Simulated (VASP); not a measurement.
# BP in VASP: a series of runs, part 3 of 3

VASP 6.6.1. The steps go on from the part before.

## 5. Single point, LDA (z stretched by -0.5 %, x and y held)

The input, INCAR:

```
SYSTEM = BP
  ALGO = Normal
  EDIFF = 1E-6
  ENCUT = 500
  GGA = CA
  GGA_COMPAT = .False.
  ISIF = 2
  ISMEAR = 0
  LASPH = .True.
  LCHARG = .False.
  LREAL = .False.
  LWAVE = .False.
  NBANDS = 11
  NELM = 120
  PREC = Accurate
  SIGMA = 0.01
```

The input, KPOINTS:

```
k-points
0
Gamma
  8 8 8
  0 0 0
```

The input, POSCAR:

```
BP
1.0
    0.0000000000      2.2453831324      2.2341562167
    2.2453831324      0.0000000000      2.2341562167
    2.2453831324      2.2453831324      0.0000000000
B P
1 1
Direct
    0.0000000000      0.0000000000      0.0000000000
    0.7500000000      0.7500000000      0.7500000000
```

Potentials or basis: VASP PAW LDA potentials, release 64 (B, P).

On the command line:

```sh
cat potpaw_LDA.64/B/POTCAR potpaw_LDA.64/P/POTCAR > POTCAR
mpirun -np 1 vasp_std > vasp.out
```

OUTCAR:

```text
SYSTEM = BP
   EDIFF = 1E-6
   ENCUT = 500
   GGA = CA
   ISIF = 2
   ISMEAR = 0
   LASPH = .True.
   LREAL = .False.
   NELM = 120
   PREC = Accurate

 ion  position               nearest neighbor table
   1  0.000  0.000  0.000-   2 1.94   2 1.94   2 1.94   2 1.94
   2  0.750  0.750  0.750-   1 1.94   1 1.94   1 1.94   1 1.94

  LATTYP: Found a body centered tetragonal cell.
 ALAT       =     3.1754512786
 C/A-ratio  =     1.4071424945

  Lattice vectors:

 A1 = (   0.0000000000,  -2.2453831324,  -2.2341562167)
 A2 = (   0.0000000000,   2.2453831324,  -2.2341562167)
 A3 = (   2.2453831324,   0.0000000000,   2.2341562167)

Analysis of symmetry for initial positions (statically):
=====================================================================
 Subroutine PRICEL returns:
 Original cell was already a primitive cell.

 Routine SETGRP: Setting up the symmetry group for a
 body centered tetragonal supercell.

 Subroutine GETGRP returns: Found  8 space group operations
 (whereof  8 operations were pure point group operations)
 out of a pool of 16 trial point group operations.

The static configuration has the point symmetry D_2d.

Analysis of symmetry for dynamics (positions and initial velocities):
=====================================================================
 Subroutine PRICEL returns:
 Original cell was already a primitive cell.

 Routine SETGRP: Setting up the symmetry group for a
 body centered tetragonal supercell.

 Subroutine GETGRP returns: Found  8 space group operations
 (whereof  8 operations were pure point group operations)
 out of a pool of 16 trial point group operations.

The dynamic configuration has the point symmetry D_2d.

 Subroutine INISYM returns: Found  8 space group operations
 (whereof  8 operations are pure point group operations),
 and found     1 'primitive' translations

----------------------------------------------------------------------------------------

                                     Primitive cell

  volume of cell :      22.5281

  direct lattice vectors                    reciprocal lattice vectors
     0.000000000  2.245383132  2.234156217    -0.222679147  0.222679147  0.223798137
     2.245383132  0.000000000  2.234156217     0.222679147 -0.222679147  0.223798137
     2.245383132  2.245383132  0.000000000     0.222679147  0.222679147 -0.223798137

  length of vectors
     3.167522598  3.167522598  3.175451279     0.386338726  0.386338726  0.386338726

  position of ions in fractional coordinates (direct lattice)
     0.000000000  0.000000000  0.000000000
     0.750000000  0.750000000  0.750000000

  ion indices of the primitive-cell ions
   primitive index   ion index
                 1           1
                 2           2

----------------------------------------------------------------------------------------

 KPOINTS: k-points

Automatic generation of k-mesh.
 Grid dimensions read from file:
 generate k-points for:    8    8    8

 Generating k-lattice:

[... 20 lines left out ...]
  0.250000  0.000000  0.000000      8.000000
  0.375000  0.000000  0.000000      8.000000
  0.500000  0.000000  0.000000      4.000000
  0.125000  0.125000  0.000000      2.000000
[... 16 lines left out ...]
  0.250000  0.000000  0.125000     16.000000
  0.375000  0.000000  0.125000     16.000000
 [... further k-points ...]
   k-points           NKPTS =     59   k-points in BZ     NKDIM =     59   number of bands    NBANDS=     11
   number of dos      NEDOS =    301   number of ions     NIONS =      2
   total plane-waves  NPLWV =  13824
   dimension x,y,z NGX =    24 NGY =   24 NGZ =   24
   dimension x,y,z NGXF=    48 NGYF=   48 NGZF=   48
   ions per type =               1   1
   NGX,Y,Z   is equivalent  to a cutoff of  12.60, 12.60, 12.56 a.u.
   NGXF,Y,Z  is equivalent  to a cutoff of  25.19, 25.19, 25.13 a.u.
 SYSTEM =  BP
   PREC   = accura    normal or accurate (medium, high low for compatibility)
   ISTART =      0    job   : 0-new  1-cont  2-samecut
   ICHARG =      2    charge: 1-file 2-atom 10-const
   ISPIN  =      1    spin polarized calculation?
   LNONCOLLINEAR =      F non collinear calculations
   LSORBIT =      F    spin-orbit coupling
   LASPH  =      T    aspherical Exc in radial PAW
   ENCUT  =  500.0 eV  36.75 Ry    6.06 a.u.   5.78  5.78  5.79*2*pi/ulx,y,z
   NELM   =    120;   NELMIN=  2; NELMDL= -5     # of ELM steps
   EDIFF  = 0.1E-05   stopping-criterion for ELM
   LREAL  =      F    real-space projection
   EDIFFG = 0.1E-04   stopping-criterion for IOM
   NSW    =      0    number of steps for IOM
   IBRION =     -1    ionic relax: 0-MD 1-quasi-New 2-CG
   NFREE  =      0    steps in history (QN), initial steepest desc. (CG)
   ISIF   =      2    stress and relaxation
   ISYM   =      2    0-nonsym 1-usesym 2-fastsym
   POTIM  = 0.5000    time-step for ionic-motion
   TEBEG  =    0.0;   TEEND  =   0.0 temperature during run
   PSTRESS=    0.0 pullay stress
   NELECT =       8.0000    total number of electrons
   NUPDOWN=      -1.0000    fix difference up-down
   EMIN   =  10.00;   EMAX   =-10.00  energy-range for DOS
   EFERMI =   0.00;   METHOD = LEGACY
   ISMEAR =     0;   SIGMA  =   0.01  broadening in eV -4-tet -1-fermi 0-gaus
   EFERMI_NEDOS =   21; number of points for ismear=-14 and -15
   IALGO  =     38    algorithm
   IMIX   =      4    mixing-type and parameters
     AMIX     =   0.40;   BMIX     =  1.00
     AMIX_MAG =   1.60;   BMIX_MAG =  1.00
  volume/ion in A,a.u.               =      11.26        76.01
  Fermi-wavevector in a.u.,A,eV,Ry     =   1.159302  2.190764 18.285981  1.343982
  Thomas-Fermi vector in A             =   2.295896
   LORBIT       =      0    0 simple, 1 ext, 2 COOP (PROOUT), +10 PAW based schemes
   GGA     = CA    functional components
   LHFCALC =     F    Hartree Fock is set to
   AEXX    =    0.0000 exact exchange contribution
   IVDW    =     0    specifies the selected vdW correction
   LEPSILON=     F    determine dielectric tensor
   LRPA    =     F    only Hartree local field effects (RPA)
 non-spin polarized calculation
 Gauss-broadening in eV      SIGMA  =   0.01
  energy-cutoff  :      500.00
  volume of cell :       22.53
 maximum number of plane-waves:       588
   NGX = 11   NGY = 11   NGZ = 11

 number of electron       8.0000001 magnetization

 Free energy of the ion-electron system (eV)
  ---------------------------------------------------
  ext. energy  EPLUGINS =         0.00000000
  ---------------------------------------------------
  free energy    TOTEN  =       -14.39649670 eV

  energy without entropy =      -14.39649670  energy(sigma->0) =      -14.39649670

 E-fermi :   8.0057     XC(G=0): -11.2386

 val. band max:        7.8797803143   @ k =   0.0000   0.0000   0.0000
 cond. band min:       8.9822484582   @ k =   0.3750   0.3750   0.0000
 fundamental gap:      1.1024681439
 Fermi energy:         8.0057444358

 k-point     1 :       0.0000    0.0000    0.0000
  band No.  band energies     occupation
      1      -7.8682      2.00000
      2       7.8304      2.00000
      3       7.8304      2.00000
      4       7.8798      2.00000
      5      11.2651      0.00000
      6      11.2927      0.00000
      7      11.2927      0.00000
      8      15.7761      0.00000
      9      19.3629      0.00000
     10      20.0677      0.00000
     11      20.2033      0.00000
[... 309 lines left out ...]
 k-point    24 :       0.3750    0.0000    0.1250
  band No.  band energies     occupation
      1      -5.6462      2.00000
      2       1.1552      2.00000
      3       5.4775      2.00000
      4       5.5153      2.00000
      5      11.3662      0.00000
      6      13.6564      0.00000
      7      14.1104      0.00000
      8      15.8079      0.00000
      9      20.3536      0.00000
     10      21.7159      0.00000
     11      22.5044      0.00000

 [... further k-points ...]

------------------------ aborting loop because EDIFF is reached ----------------------------------------

  FORCE on cell =-STRESS in cart. coord.  units (eV):
  Direction    XX          YY          ZZ          XY          YZ          ZX
  --------------------------------------------------------------------------------------
  -------------------------------------------------------------------------------------
  Total        0.0429814      0.0429814      0.2352183      0.0000000      0.0000000      0.0000000
  in kB        3.0567944      3.0567944     16.7285130      0.0000000      0.0000000      0.0000000
  external PRESSURE =       7.6140339 kB  Pullay stress =       0.0000000 kB

 VOLUME and BASIS-vectors are now :
 -----------------------------------------------------------------------------
  energy-cutoff  :      500.00
  volume of cell :       22.53
      direct lattice vectors                 reciprocal lattice vectors
     0.000000000  2.245383132  2.234156217    -0.222679147  0.222679147  0.223798137
     2.245383132  0.000000000  2.234156217     0.222679147 -0.222679147  0.223798137
     2.245383132  2.245383132  0.000000000     0.222679147  0.222679147 -0.223798137

 POSITION                                       TOTAL-FORCE (eV/Angst)
 -----------------------------------------------------------------------------------
      0.00000      0.00000      0.00000        -0.000000     -0.000000      0.000000
      3.36807      3.36807      3.35123         0.000000      0.000000      0.000000
 -----------------------------------------------------------------------------------
    total drift:                               -0.000000     -0.000000     -0.000000

  FREE ENERGIE OF THE ION-ELECTRON SYSTEM (eV)
  ---------------------------------------------------
  free  energy   TOTEN  =       -14.3964967036 eV

  energy  without entropy=      -14.3964967036  energy(sigma->0) =      -14.39649670
```

It took 12 s on 1 thread of Intel Xeon 8259CL, shared host; peak memory 0.13 GiB.

Results:

```
Free energy            : -14.3965 eV
Pressure               : 0.8 GPa
Band gap on the k mesh : 1.10 eV (least direct gap 3.39 eV)
```

Levels at points of the mesh, in eV from the valence-band top:
| k point | band 1 | band 2 | band 3 | band 4 | band 5 | band 6 | band 7 | band 8 |
| --- | --- | --- | --- | --- | --- | --- | --- | --- |
| (0.00, 0.00, 0.00) | -15.75 | -0.05 | -0.05 | 0.00 | 3.39 | 3.41 | 3.41 | 7.90 |
| (0.50, 0.00, 0.00) | -12.28 | -9.30 | -1.86 | -1.79 | 3.97 | 4.65 | 4.70 | 10.02 |
| (0.50, 0.50, 0.00) | -10.69 | -8.67 | -4.31 | -4.31 | 1.16 | 1.44 | 12.30 | 12.30 |
| (0.50, 0.00, 0.50) | -10.74 | -8.72 | -4.26 | -4.25 | 1.22 | 1.51 | 12.25 | 12.36 |

Caveat: the cell differs from its parent crystal (z stretched by -0.5 %, x and y held). A k mesh can miss the band edges.

## 6. Single point, LDA (z stretched by +0.5 %, x and y held)

The input, INCAR:

```
PREC     = Accurate       # precision mode
ENCUT    = 500            # plane-wave cutoff, eV
EDIFF    = 1E-6           # SCF threshold, eV
ISMEAR   = 0              # smearing method
SIGMA    = 0.01           # smearing width, eV
LREAL    = False          # projectors in reciprocal space
LASPH    = True           # aspherical terms in the spheres
NELM     = 120            # most SCF steps
ALGO     = Normal         # electronic algorithm
ISIF     = 2              # what is computed and relaxed
LWAVE    = False          # write WAVECAR
LCHARG   = True           # write CHGCAR
GGA      = CA             # functional
LELF     = True           # ELF
LVHAR    = True         
NBANDS   = 11             # bands
GGA_COMPAT= False
```

The input, KPOINTS:

```
regular mesh
0
Gamma
  8 8 8
```

The input, POSCAR:

```
BP
1.0
    0.0000000000      2.2453831324      2.2566100481
    2.2453831324      0.0000000000      2.2566100481
    2.2453831324      2.2453831324      0.0000000000
B P
1 1
Direct
    0.0000000000      0.0000000000      0.0000000000
    0.7500000000      0.7500000000      0.7500000000
```

Potentials or basis: VASP PAW LDA potentials, release 64 (B, P).

On the command line:

```sh
cat potpaw_LDA.64/B/POTCAR potpaw_LDA.64/P/POTCAR > POTCAR
mpirun -np 1 vasp_std > vasp.out
```

It took 14 s on 1 thread of Intel Xeon 8259CL, shared host; peak memory 0.13 GiB.

It converged, with:

- Free energy: -14.3964 eV
- Pressure: -1.0 GPa
- Band gap on the k mesh: 1.15 eV (least direct gap 3.39 eV)

Stress tensor (GPa, compression positive):
```
-0.53  0.00  0.00
 0.00 -0.53  0.00
 0.00  0.00 -1.90
```

Levels at points of the mesh, in eV from the valence-band top:
| k point | band 2 | band 3 | band 4 | band 5 | band 6 | band 7 |
| --- | --- | --- | --- | --- | --- | --- |
| (0.00, 0.00, 0.00) | -0.05 | 0.00 | 0.00 | 3.39 | 3.39 | 3.42 |
| (0.50, 0.00, 0.00) | -9.22 | -1.83 | -1.76 | 3.92 | 4.66 | 4.71 |
| (0.50, 0.50, 0.00) | -8.67 | -4.18 | -4.18 | 1.27 | 1.56 | 12.23 |
| (0.50, 0.00, 0.50) | -8.62 | -4.24 | -4.23 | 1.22 | 1.49 | 12.17 |

Caveat: the cell differs from its parent crystal (z stretched by +0.5 %, x and y held). A k mesh can miss the band edges.

## 7. The runs side by side

```tsv
cell	gap on the mesh (eV)	pressure (GPa)
a = 3.160 Å, angles 60.0°, 2 atoms	1.17	2.6
a = 3.175 Å, angles 60.0°, 2 atoms	1.18	-0.1
a = 3.191 Å, angles 60.0°, 2 atoms	1.20	-2.7
a = 3.168, b = 3.168, c = 3.175 Å, angles 59.9, 59.9, 60.2°, 2 atoms	1.10	0.8
a = 3.183, b = 3.183, c = 3.175 Å, angles 60.1, 60.1, 59.8°, 2 atoms	1.15	-1.0
```

Alike in all rows: task single point; level LDA; potentials or basis VASP PAW LDA potentials, release 64 (B, P); no spin polarisation; k mesh 8 × 8 × 8; cutoff (eV) 500; smearing gaussian 0.01 eV.

Total energies depend on the potentials used, so only differences within one code and one set of settings carry meaning.
